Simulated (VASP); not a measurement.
# PbO2 (P4_2/mnm) in VASP: relaxation of cell and atoms with PBE

Aim: the relaxation of cell and atoms of PbO2 with PBE.

Everything below comes from runs of VASP 6.6.1. Logs are shortened: lines on timing, memory, paths and dates and some standing lists are left out, and cuts for length are marked.

### Step 1. The cell of the first run

The structure is tetragonal, space group P4_2/mnm (No. 136). Conventional cell: a = 5.082 Å, b = 5.082 Å, c = 3.442 Å, α = 90.00°, β = 90.00°, γ = 90.00°. Within 2.9 Å of Pb (site symmetry mmm) lie 6 O at 2.21 Å. Within 2.9 Å of O (site symmetry m2m) lie 3 Pb at 2.21 Å and 1 O at 2.76 Å.

### Step 2. Relaxation of cell and atoms, PBE

INCAR

```
PREC = Accurate ; ENCUT = 600
EDIFF = 1E-6 ; ISMEAR = 0
SIGMA = 0.1 ; LREAL = F
LASPH = T ; NELM = 80
ALGO = Normal ; ISIF = 3
LWAVE = F ; LCHARG = F
GGA = PE ; IBRION = 2
NSW = 100 ; EDIFFG = -0.005
```

KPOINTS

```
Automatic mesh
0
Gamma
  8 8 10
```

POSCAR

```
PbO2
1.0
    5.0822736339      0.0000000000      0.0000000000
    0.0000000000      5.0822736339      0.0000000000
    0.0000000000      0.0000000000      3.4417018403
Pb O
2 4
Direct
    0.0000000000      0.0000000000      0.0000000000
    0.5000000000      0.5000000000      0.5000000000
    0.3080386960      0.3080386960      0.0000000000
    0.8080386960      0.1919613040      0.5000000000
    0.1919613040      0.8080386960      0.5000000000
    0.6919613040      0.6919613040      0.0000000000
```

Potentials or basis: VASP PAW PBE potentials, release 64 (Pb_d, O).

Launch:

```
cat potpaw_PBE.64/Pb_d/POTCAR potpaw_PBE.64/O/POTCAR > POTCAR
mpirun -np 1 vasp_std > vasp.out
```

OUTCAR:

```text
PREC = Accurate
   ENCUT = 600
   EDIFF = 1E-6
   ISMEAR = 0
   LREAL = F
   LASPH = T
   NELM = 80
   ISIF = 3
   GGA = PE
   IBRION = 2
   NSW = 100
   EDIFFG = -0.005

 ion  position               nearest neighbor table
   1  0.000  0.000  0.000-   4 2.21   5 2.21   4 2.21   5 2.21   3 2.21   6 2.21   2 3.98   2 3.98
                             2 3.98   2 3.98   2 3.98   2 3.98   2 3.98   2 3.98
   2  0.500  0.500  0.500-   3 2.21   6 2.21   3 2.21   6 2.21   5 2.21   4 2.21   1 3.98   1 3.98
                             1 3.98   1 3.98   1 3.98   1 3.98   1 3.98   1 3.98
   3  0.308  0.308  0.000-   2 2.21   2 2.21   1 2.21
   4  0.808  0.192  0.500-   1 2.21   1 2.21   2 2.21
   5  0.192  0.808  0.500-   1 2.21   1 2.21   2 2.21
   6  0.692  0.692  0.000-   2 2.21   2 2.21   1 2.21

  LATTYP: Found a simple tetragonal cell.
 ALAT       =     5.0822736339
 C/A-ratio  =     0.6771972720

  Lattice vectors:

 A1 = (   5.0822736339,   0.0000000000,   0.0000000000)
 A2 = (   0.0000000000,   5.0822736339,   0.0000000000)
 A3 = (   0.0000000000,   0.0000000000,   3.4417018403)

Analysis of symmetry for initial positions (statically):
=====================================================================
 Subroutine PRICEL returns:
 Original cell was already a primitive cell.

 Routine SETGRP: Setting up the symmetry group for a
 simple tetragonal supercell.

 Subroutine GETGRP returns: Found 16 space group operations
 (whereof  8 operations were pure point group operations)
 out of a pool of 16 trial point group operations.

The static configuration has the point symmetry D_2h.
 The point group associated with its full space group is D_4h.

Analysis of symmetry for dynamics (positions and initial velocities):
=====================================================================
 Subroutine PRICEL returns:
 Original cell was already a primitive cell.

 Routine SETGRP: Setting up the symmetry group for a
 simple tetragonal supercell.

 Subroutine GETGRP returns: Found 16 space group operations
 (whereof  8 operations were pure point group operations)
 out of a pool of 16 trial point group operations.

The dynamic configuration has the point symmetry D_2h.
 The point group associated with its full space group is D_4h.

 Subroutine INISYM returns: Found 16 space group operations
 (whereof  8 operations are pure point group operations),
 and found     1 'primitive' translations

[... 104 lines left out ...]
   EDIFFG = -.5E-02   stopping-criterion for IOM
   NSW    =    100    number of steps for IOM
   IBRION =      2    ionic relax: 0-MD 1-quasi-New 2-CG
   NFREE  =      1    steps in history (QN), initial steepest desc. (CG)
   ISIF   =      3    stress and relaxation
   ISYM   =      2    0-nonsym 1-usesym 2-fastsym
   POTIM  = 0.5000    time-step for ionic-motion
   TEBEG  =    0.0;   TEEND  =   0.0 temperature during run
   PSTRESS=    0.0 pullay stress
   NELECT =      52.0000    total number of electrons
   NUPDOWN=      -1.0000    fix difference up-down
   EMIN   =  10.00;   EMAX   =-10.00  energy-range for DOS
   EFERMI =   0.00;   METHOD = LEGACY
   ISMEAR =     0;   SIGMA  =   0.10  broadening in eV -4-tet -1-fermi 0-gaus
   EFERMI_NEDOS =   21; number of points for ismear=-14 and -15
   IALGO  =     38    algorithm
   IMIX   =      4    mixing-type and parameters
     AMIX     =   0.40;   BMIX     =  1.00
     AMIX_MAG =   1.60;   BMIX_MAG =  1.00
  volume/ion in A,a.u.               =      14.82        99.98
  Fermi-wavevector in a.u.,A,eV,Ry     =   1.369135  2.587289 25.504526  1.874530
  Thomas-Fermi vector in A             =   2.495037
   LORBIT       =      0    0 simple, 1 ext, 2 COOP (PROOUT), +10 PAW based schemes
   GGA     = PE    functional components
   LHFCALC =     F    Hartree Fock is set to
   AEXX    =    0.0000 exact exchange contribution
   IVDW    =     0    specifies the selected vdW correction
   LEPSILON=     F    determine dielectric tensor
   LRPA    =     F    only Hartree local field effects (RPA)
 conjugate gradient relaxation of ions
 non-spin polarized calculation
 Gauss-broadening in eV      SIGMA  =   0.10
  energy-cutoff  :      600.00
  volume of cell :       88.90
 maximum number of plane-waves:      2998
 NGX is ok and might be reduce to    42
   NGX = 21   NGY = 21   NGZ = 13

--------------------------------------- Ionic step        1  -------------------------------------------

 number of electron      51.9999978 magnetization

 Free energy of the ion-electron system (eV)
  ---------------------------------------------------
  ext. energy  EPLUGINS =         0.00000000
  ---------------------------------------------------
  free energy    TOTEN  =       -31.87701366 eV

  energy without entropy =      -31.87392123  energy(sigma->0) =      -31.87546744

------------------------ aborting loop because EDIFF is reached ----------------------------------------

  FORCE on cell =-STRESS in cart. coord.  units (eV):
  Direction    XX          YY          ZZ          XY          YZ          ZX
  --------------------------------------------------------------------------------------
  -------------------------------------------------------------------------------------
  Total        0.0360884      0.0360884      0.1714881      0.0000000      0.0000000      0.0000000
  in kB        0.6504128      0.6504128      3.0906890      0.0000000      0.0000000      0.0000000
  external PRESSURE =       1.4638382 kB  Pullay stress =       0.0000000 kB
[... 107 lines left out ...]
--------------------------------------- Ionic step        4  -------------------------------------------

 number of electron      51.9999980 magnetization

 Free energy of the ion-electron system (eV)
  ---------------------------------------------------
  ext. energy  EPLUGINS =         0.00000000
  ---------------------------------------------------
  free energy    TOTEN  =       -31.87715933 eV

  energy without entropy =      -31.87398962  energy(sigma->0) =      -31.87557447

 E-fermi :   3.7377     XC(G=0): -10.3664

 val. band max:        3.7092177569   @ k =   0.1250   0.1250   0.0000
 cond. band min:       3.7524087939   @ k =   0.0000   0.0000   0.1000
 fundamental gap:      0.0431910369
 Fermi energy:         3.7376681762

 k-point     1 :       0.0000    0.0000    0.0000
  band No.  band energies     occupation
      1     -14.2545      2.00000
      2     -14.2165      2.00000
      3     -12.6635      2.00000
      4     -12.6635      2.00000
      5     -11.7816      2.00000
      6     -11.6326      2.00000
[... 805 lines left out ...]
     30      10.3757      0.00000
     31      12.8400      0.00000

 [... further k-points ...]
[... 5 lines left out ...]
  --------------------------------------------------------------------------------------
  -------------------------------------------------------------------------------------
  Total       -0.0249593     -0.0249593      0.0246604      0.0000000      0.0000000      0.0000000
  in kB       -0.4493678     -0.4493678      0.4439875      0.0000000      0.0000000      0.0000000
  external PRESSURE =      -0.1515827 kB  Pullay stress =       0.0000000 kB
[... 21 lines left out ...]
  FREE ENERGIE OF THE ION-ELECTRON SYSTEM (eV)
  ---------------------------------------------------
  free  energy   TOTEN  =       -31.8771593323 eV

  energy  without entropy=      -31.8739896169  energy(sigma->0) =      -31.87557447

 reached required accuracy - stopping structural energy minimisation
```

OSZICAR:

```text
N       E                     dE             d eps       ncg     rms          rms(c)
DAV:   1     0.719653019092E+03    0.71965E+03   -0.28574E+04  5580   0.222E+03
DAV:   2     0.666506090279E+02   -0.65300E+03   -0.62990E+03  6092   0.580E+02
DAV:   3    -0.330174159259E+02   -0.99668E+02   -0.97467E+02  7257   0.240E+02
DAV:   4    -0.373350928028E+02   -0.43177E+01   -0.43001E+01  6696   0.537E+01
[... 24 lines left out ...]
       N       E                     dE             d eps       ncg     rms          rms(c)
DAV:   1    -0.318772642457E+02   -0.13437E-03   -0.77800E-03  6718   0.945E-01    0.631E-02
DAV:   2    -0.318771835772E+02    0.80668E-04   -0.36958E-04  8248   0.209E-01    0.266E-02
DAV:   3    -0.318771593525E+02    0.24225E-04   -0.54073E-05  7308   0.136E-01    0.763E-03
DAV:   4    -0.318771593323E+02    0.20209E-07   -0.98210E-06  8567   0.354E-02
   4 F= -.31877159E+02 E0= -.31875574E+02  d E =-.289664E-04
```

CONTCAR:

```text
PbO2
   1.00000000000000
     5.0818945880294750   -0.0000000000000000    0.0000000000000000
     0.0000000000000000    5.0818945880294750    0.0000000000000000
     0.0000000000000000    0.0000000000000000    3.4457934780135373
  Pb              O
     2     4
Direct
     1.0000000000000000    1.0000000000000000    1.0000000000000000
     0.5000000000000000    0.5000000000000000    0.5000000000000000
     0.3079049902664045    0.3079049902664045    0.0000000000000000
     0.8079049902664046    0.1920950097335954    0.5000000000000000
     0.1920950097335954    0.8079049902664046    0.5000000000000000
     0.6920950097335954    0.6920950097335954    1.0000000000000000

  0.00000000E+00  0.00000000E+00  0.00000000E+00
  0.00000000E+00  0.00000000E+00  0.00000000E+00
  0.00000000E+00  0.00000000E+00  0.00000000E+00
  0.00000000E+00  0.00000000E+00  0.00000000E+00
  0.00000000E+00  0.00000000E+00  0.00000000E+00
  0.00000000E+00  0.00000000E+00  0.00000000E+00
```

Wall time 5.3 min (1 thread of AMD EPYC 9R45 (Zen 5), shared host); peak memory 0.36 GiB.

What came out:

```
Free energy                            : -31.8772 eV
Relaxed volume                         : 14.83 Å³/atom
Relaxed cell                           : a = 5.082 Å, b = 5.082 Å, c = 3.446 Å, α = 90.00°, β = 90.00°, γ = 90.00°
Space group after relaxing (to 0.05 Å) : P4_2/mnm (No. 136)
Energy gained by relaxing              : 0.0 meV/atom
Ionic steps                            : 4
Pressure after relaxing                : 0.0 GPa
```

Step by step:
```
step  energy change (eV)  largest force (eV/Å)  pressure (GPa)  volume (Å³)
   1              0.0000                0.0180            0.15        88.90
   2             -0.0001                0.0012           -0.12        89.07
   3             -0.0001                0.0053           -0.05        89.03
   4             -0.0001                0.0015           -0.02        88.99
```

Final structure:
```
CELL_PARAMETERS angstrom
5.08189 0.00000 0.00000
0.00000 5.08189 0.00000
0.00000 0.00000 3.44579
ATOMIC_POSITIONS crystal
Pb 0.00000 0.00000 0.00000
Pb 0.50000 0.50000 0.50000
O 0.30790 0.30790 0.00000
O 0.80790 0.19210 0.50000
O 0.19210 0.80790 0.50000
O 0.69210 0.69210 0.00000
```

Levels at points of the mesh, in eV from the Fermi level:
| k point | band 22 | band 23 | band 24 | band 25 | band 26 | band 27 | band 28 | band 29 | band 30 | band 31 |
| --- | --- | --- | --- | --- | --- | --- | --- | --- | --- | --- |
| (0.00, 0.00, 0.00) | -0.76 | -0.65 | -0.65 | -0.57 | -0.57 | 0.07 | 3.85 | 5.72 | 5.72 | 9.51 |
| (0.50, 0.00, 0.00) | -1.28 | -0.68 | -0.68 | -0.38 | -0.38 | 2.05 | 2.05 | 6.31 | 6.31 | 9.33 |
| (0.50, 0.50, 0.00) | -1.47 | -0.70 | -0.70 | -0.47 | -0.47 | 2.44 | 2.44 | 6.50 | 6.50 | 9.69 |
| (0.00, 0.00, 0.50) | -1.96 | -1.03 | -1.03 | -0.74 | -0.74 | 3.35 | 3.35 | 8.57 | 8.57 | 9.42 |
| (0.50, 0.00, 0.50) | -1.03 | -0.72 | -0.72 | -0.29 | -0.29 | 3.63 | 3.63 | 6.99 | 6.99 | 9.62 |
| (0.50, 0.50, 0.50) | -1.92 | -0.64 | -0.64 | -0.50 | -0.50 | 2.50 | 2.50 | 8.10 | 8.10 | 9.39 |

Caveat: spin-orbit coupling is left out, which moves the levels of the heavy elements.
